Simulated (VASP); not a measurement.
# SnPb2O3 (P4/nmm) in VASP: single point with PBE

Aim: the single point of SnPb2O3 with PBE.

Program: VASP 6.6.1. These are calculated values, not measurements. Logs are shortened: lines on timing, memory, paths and dates and some standing lists are left out, and cuts for length are marked.

## Step 1: The cell of the first run

It takes space group P4/nmm (No. 129, tetragonal). The conventional cell has a = 3.987 Å, b = 3.987 Å, c = 16.408 Å, α = 90.00°, β = 90.00°, γ = 90.00°. Sn (site symmetry 4mm) has 4 O at 2.28 Å within 3.0 Å. Within 3.1 Å of Pb (site symmetry 4mm) lie 4 O at 2.33 Å. Within 3.1 Å of Pb (site symmetry 4mm) lie 4 O at 2.34 Å. O (site symmetry 2mm) has 2 Sn at 2.28 Å and 2 Pb at 2.34 Å and 4 O at 2.82 Å within 3.0 Å. O (site symmetry -4m2) has 4 Pb at 2.33 Å and 4 O at 2.82 Å within 3.1 Å.

## Step 2: Single point, PBE

INCAR reads:

```
  PREC = Accurate
  ENCUT = 520
  EDIFF = 1E-7
  ISMEAR = 0
  SIGMA = 0.1
  LREAL = False
  LASPH = True
  NELM = 80
  ALGO = Normal
  ISIF = 2
  LWAVE = False
  LCHARG = False
  GGA = PE
  NBANDS = 72
```

KPOINTS reads:

```
Automatic mesh
0
Gamma
  4 4 1
```

POSCAR reads:

```
SnPb2O3
1.0
    3.9871020000      0.0000000000      0.0000000000
    0.0000000000      3.9871020000      0.0000000000
    0.0000000000      0.0000000000     16.4079978000
Sn Pb O
2 4 6
Direct
    0.0000000000      0.5000000000      0.7413130000
    0.5000000000      0.0000000000      0.2586870000
    0.0000000000      0.5000000000      0.0740920000
    0.0000000000      0.5000000000      0.4012470000
    0.5000000000      0.0000000000      0.9259080000
    0.5000000000      0.0000000000      0.5987530000
    0.0000000000      0.0000000000      0.6733270000
    0.0000000000      0.0000000000      0.0000000000
    0.0000000000      0.0000000000      0.3266730000
    0.5000000000      0.5000000000      0.6733270000
    0.5000000000      0.5000000000      0.0000000000
    0.5000000000      0.5000000000      0.3266730000
```

Potentials or basis: VASP PAW PBE potentials, release 64 (Sn_d, Pb_d, O).

Started as:

```bash
cat potpaw_PBE.64/Sn_d/POTCAR potpaw_PBE.64/Pb_d/POTCAR potpaw_PBE.64/O/POTCAR > POTCAR
mpirun -np 1 vasp_std > vasp.out
```

OUTCAR:

```text
PREC = Accurate
   ENCUT = 520
   EDIFF = 1E-7
   ISMEAR = 0
   LREAL = False
   LASPH = True
   NELM = 80
   ISIF = 2
   GGA = PE

 ion  position               nearest neighbor table
   1  0.000  0.500  0.741-   7 2.28  10 2.28   7 2.28  10 2.28   6 3.66   6 3.66   6 3.66   6 3.66

   2  0.500  0.000  0.259-   9 2.28  12 2.28  12 2.28   9 2.28   4 3.66   4 3.66   4 3.66   4 3.66

   3  0.000  0.500  0.074-   8 2.33  11 2.33   8 2.33  11 2.33   5 3.72   5 3.72   5 3.72   5 3.72
[... 7 lines left out ...]
   7  0.000  0.000  0.673-   1 2.28   1 2.28   6 2.34   6 2.34
   8  0.000  0.000  0.000-   3 2.33   5 2.33   3 2.33   5 2.33
   9  0.000  0.000  0.327-   2 2.28   2 2.28   4 2.34   4 2.34
  10  0.500  0.500  0.673-   1 2.28   1 2.28   6 2.34   6 2.34
  11  0.500  0.500  0.000-   3 2.33   5 2.33   5 2.33   3 2.33
  12  0.500  0.500  0.327-   2 2.28   2 2.28   4 2.34   4 2.34

  LATTYP: Found a simple tetragonal cell.
 ALAT       =     3.9871020000
 C/A-ratio  =     4.1152691353

  Lattice vectors:

 A1 = (   3.9871020000,   0.0000000000,   0.0000000000)
 A2 = (   0.0000000000,   3.9871020000,   0.0000000000)
 A3 = (   0.0000000000,   0.0000000000,  16.4079978000)

Analysis of symmetry for initial positions (statically):
=====================================================================
 Subroutine PRICEL returns:
 Original cell was already a primitive cell.

 Routine SETGRP: Setting up the symmetry group for a
 simple tetragonal supercell.

 Subroutine GETGRP returns: Found 16 space group operations
 (whereof  8 operations were pure point group operations)
 out of a pool of 16 trial point group operations.

The static configuration has the point symmetry D_2d.
 The point group associated with its full space group is D_4h.

Analysis of symmetry for dynamics (positions and initial velocities):
=====================================================================
 Subroutine PRICEL returns:
 Original cell was already a primitive cell.

 Routine SETGRP: Setting up the symmetry group for a
 simple tetragonal supercell.

 Subroutine GETGRP returns: Found 16 space group operations
 (whereof  8 operations were pure point group operations)
 out of a pool of 16 trial point group operations.

The dynamic configuration has the point symmetry D_2d.
 The point group associated with its full space group is D_4h.

 Subroutine INISYM returns: Found 16 space group operations
[... 108 lines left out ...]
   PSTRESS=    0.0 pullay stress
   NELECT =     120.0000    total number of electrons
   NUPDOWN=      -1.0000    fix difference up-down
   EMIN   =  10.00;   EMAX   =-10.00  energy-range for DOS
   EFERMI =   0.00;   METHOD = LEGACY
   ISMEAR =     0;   SIGMA  =   0.10  broadening in eV -4-tet -1-fermi 0-gaus
   EFERMI_NEDOS =   21; number of points for ismear=-14 and -15
   IALGO  =     38    algorithm
   IMIX   =      4    mixing-type and parameters
     AMIX     =   0.40;   BMIX     =  1.00
     AMIX_MAG =   1.60;   BMIX_MAG =  1.00
  volume/ion in A,a.u.               =      21.74       146.68
  Fermi-wavevector in a.u.,A,eV,Ry     =   1.263800  2.388236 21.731109  1.597191
  Thomas-Fermi vector in A             =   2.397139
   LORBIT       =      0    0 simple, 1 ext, 2 COOP (PROOUT), +10 PAW based schemes
   GGA     = PE    functional components
   LHFCALC =     F    Hartree Fock is set to
   AEXX    =    0.0000 exact exchange contribution
   IVDW    =     0    specifies the selected vdW correction
   LEPSILON=     F    determine dielectric tensor
   LRPA    =     F    only Hartree local field effects (RPA)
 non-spin polarized calculation
 Gauss-broadening in eV      SIGMA  =   0.10
  energy-cutoff  :      520.00
  volume of cell :      260.84
 maximum number of plane-waves:      7085
 NGX is ok and might be reduce to    30
   NGX = 15   NGY = 15   NGZ = 61

 number of electron     120.0000001 magnetization

 Free energy of the ion-electron system (eV)
  ---------------------------------------------------
  ext. energy  EPLUGINS =         0.00000000
  ---------------------------------------------------
  free energy    TOTEN  =       -65.62337492 eV

  energy without entropy =      -65.62337492  energy(sigma->0) =      -65.62337492

 E-fermi :   5.0436     XC(G=0):  -9.2249

 val. band max:        4.5722315734   @ k =   0.0000   0.0000   0.0000
 cond. band min:       5.6936431550   @ k =   0.0000   0.0000   0.0000
 fundamental gap:      1.1214115816
 Fermi energy:         5.0435817074

 k-point     1 :       0.0000    0.0000    0.0000
  band No.  band energies     occupation
      1     -16.5875      2.00000
      2     -16.5875      2.00000
      3     -16.3851      2.00000
      4     -16.3851      2.00000
      5     -16.3851      2.00000
      6     -16.3851      2.00000
[... 439 lines left out ...]
     71       9.5145      0.00000
     72       9.5146      0.00000

------------------------ aborting loop because EDIFF is reached ----------------------------------------

  FORCE on cell =-STRESS in cart. coord.  units (eV):
  Direction    XX          YY          ZZ          XY          YZ          ZX
  --------------------------------------------------------------------------------------
  -------------------------------------------------------------------------------------
  Total        0.1853457      0.1853457      0.1982197      0.0000000      0.0000000     -0.0000000
  in kB        1.1384730      1.1384730      1.2175506      0.0000000      0.0000000     -0.0000000
  external PRESSURE =       1.1648322 kB  Pullay stress =       0.0000000 kB

 VOLUME and BASIS-vectors are now :
 -----------------------------------------------------------------------------
  energy-cutoff  :      520.00
  volume of cell :      260.84
      direct lattice vectors                 reciprocal lattice vectors
     3.987102000  0.000000000  0.000000000     0.250808733  0.000000000  0.000000000
     0.000000000  3.987102000  0.000000000     0.000000000  0.250808733  0.000000000
     0.000000000  0.000000000 16.407997800     0.000000000  0.000000000  0.060945888

 POSITION                                       TOTAL-FORCE (eV/Angst)
 -----------------------------------------------------------------------------------
      0.00000      1.99355     12.16346         0.000000      0.000000      0.058775
      1.99355      0.00000      4.24454         0.000000      0.000000     -0.058775
      0.00000      1.99355      1.21570         0.000000      0.000000      0.033586
      0.00000      1.99355      6.58366         0.000000      0.000000      0.034308
      1.99355      0.00000     15.19230        -0.000000      0.000000     -0.033586
      1.99355      0.00000      9.82434        -0.000000      0.000000     -0.034308
      0.00000      0.00000     11.04795         0.000000     -0.000000     -0.013100
      0.00000      0.00000      0.00000         0.000000      0.000000     -0.000000
      0.00000      0.00000      5.36005         0.000000      0.000000      0.013100
      1.99355      1.99355     11.04795        -0.000000     -0.000000     -0.013100
      1.99355      1.99355      0.00000        -0.000000     -0.000000     -0.000000
      1.99355      1.99355      5.36005         0.000000      0.000000      0.013100
 -----------------------------------------------------------------------------------
    total drift:                                0.000000      0.000000      0.000000

  FREE ENERGIE OF THE ION-ELECTRON SYSTEM (eV)
  ---------------------------------------------------
  free  energy   TOTEN  =       -65.6233749236 eV

  energy  without entropy=      -65.6233749236  energy(sigma->0) =      -65.62337492
```

stdout:

```text
POSCAR found type information on POSCAR SnPbO
 POSCAR found :  3 types and      12 ions
 scaLAPACK will be used
 LDA part: xc-table for (Slater+PW92), standard interpolation
 POSCAR, INCAR and KPOINTS ok, starting setup
 FFT: planning ... GRIDC
 FFT: planning ... GRID_SOFT
 FFT: planning ... GRID
 WAVECAR not read
 entering main loop
```

Run time: 4 min. Hardware: 1 thread of Intel Xeon Platinum 8259CL at 2.50GHz (Skylake/Cascade Lake), shared host; peak memory 0.38 GiB.

Results:

| Property | Result |
| --- | --- |
| Free energy | -65.6234 eV |
| Pressure | 0.1 GPa |
| Largest force | 0.059 eV/Å |
| Band gap on the k mesh | 1.12 eV |

Forces on the atoms (eV/Å):
```
Sn   0.000  0.000  0.059
Sn   0.000  0.000 -0.059
Pb   0.000  0.000  0.034
Pb   0.000  0.000  0.034
Pb   0.000  0.000 -0.034
Pb   0.000  0.000 -0.034
O    0.000  0.000 -0.013
O    0.000  0.000  0.000
O    0.000  0.000  0.013
O    0.000  0.000 -0.013
O    0.000  0.000  0.000
O    0.000  0.000  0.013
```

Caveat: spin-orbit coupling is left out, which moves the levels of the heavy elements; an odd mesh through Γ misses points on the zone boundary, where band edges can lie.
